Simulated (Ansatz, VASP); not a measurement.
# Two plane-wave programs on MgTiC4N4

```xyz
10
Lattice="5.9813 0.0000 0.0000 0.0000 5.9813 0.0000 0.0000 0.0000 5.9813" Properties=species:S:1:pos:R:3 pbc="T T T"
Mg    0.0000    0.0000    0.0000
Ti    2.9907    2.9907    2.9907
C     1.1432    1.1432    1.1432
C     1.1432    4.8382    4.8382
C     4.8382    1.1432    4.8382
C     4.8382    4.8382    1.1432
N     1.8187    1.8187    1.8187
N     1.8187    4.1627    4.1627
N     4.1627    1.8187    4.1627
N     4.1627    4.1627    1.8187
```

Alike in both runs: task single point; functional PBE; k mesh 4 × 4 × 4; occupations gaussian, width 0.1 eV; collinear spin.

|  | VASP | Ansatz |
| --- | --- | --- |
| version | VASP 6.6.1 | Ansatz 0.2.0 |
| potentials or method | VASP PAW PBE potentials, release 64 (Mg, Ti_sv, C, N), cutoff 520 eV | scalar-relativistic, plane waves, PAW |
| valence electrons in the cell | 50 | 58 |

|  | VASP | Ansatz | Ansatz less VASP |
| --- | --- | --- | --- |
| gap on the k mesh at the Fermi level (eV) | 0.56 | 0.56 | +0.001 |
| least direct gap on the mesh (eV) | 0.84 | 0.84 | +0.002 |
| pressure (GPa) | 5.7 | 5.3 | -0.41 |
| rms of the force components (eV/Å) | 0.566 | 0.642 | +0.0756 |
| net moment per atom (μB) | 0.20 | 0.20 | 0.000 |
| size of the moment on the site where the two differ most (μB) | 1.30 | 1.00 | -0.301 |

Site moments also hang on the region over which each program counts them. Atom by atom the forces differ by 0.192 eV/Å (rms over components). The functional is the same, so the differences come from potentials, cutoffs and numerics. VASP's potentials hold 50 valence electrons a cell and Ansatz's 58, so a difference there can come from the potentials and not from the codes.

Noted on VASP's run: the standard files for N, O and F lose accuracy on very short bonds.
